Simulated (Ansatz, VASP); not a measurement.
## One calculation of Bi, two programs

```
Bi
1.0
     2.27300    1.31232    4.07262
    -2.27300    1.31232    4.07262
     0.00000   -2.62463    4.07262
Bi
2
Direct
  0.23389 0.23389 0.23389
  0.76611 0.76611 0.76611
```

Change from the starting cell: zz strain of +3 %, crystal datasets.

Alike in both runs: task electric field gradients; functional LDA; k mesh 11 × 11 × 11; occupations fermi-dirac, width 0.03 eV; no spin polarisation.

|  | VASP | Ansatz |
| --- | --- | --- |
| version | VASP 6.6.1 | Ansatz 0.2.0 |
| potentials or method | VASP PAW LDA potentials, release 64 (Bi_d), cutoff 520 eV | all-electron PAW with datasets made for the crystal, scalar-relativistic |

|  | VASP | Ansatz | Ansatz less VASP |
| --- | --- | --- | --- |
| pressure (GPa) | -2.9 | -2.9 | -0.04 |
| traceless stress, the component that is largest in VASP (GPa) | -0.34 | -0.32 | +0.015 |
| rms of the force components (eV/Å) | 0.074 | 0.086 | +0.0121 |
| size of Vzz on the site where it differs most (V/Å²) | 12.0 | 12.4 | +0.36 |

LDA's correlation is that of Perdew and Zunger in VASP and of Perdew and Wang (1992) in Ansatz. Atom by atom the forces differ by 0.012 eV/Å (rms over components). Ansatz ran all-electron here, and VASP with PAW potentials.

Neither program's run includes spin-orbit coupling.
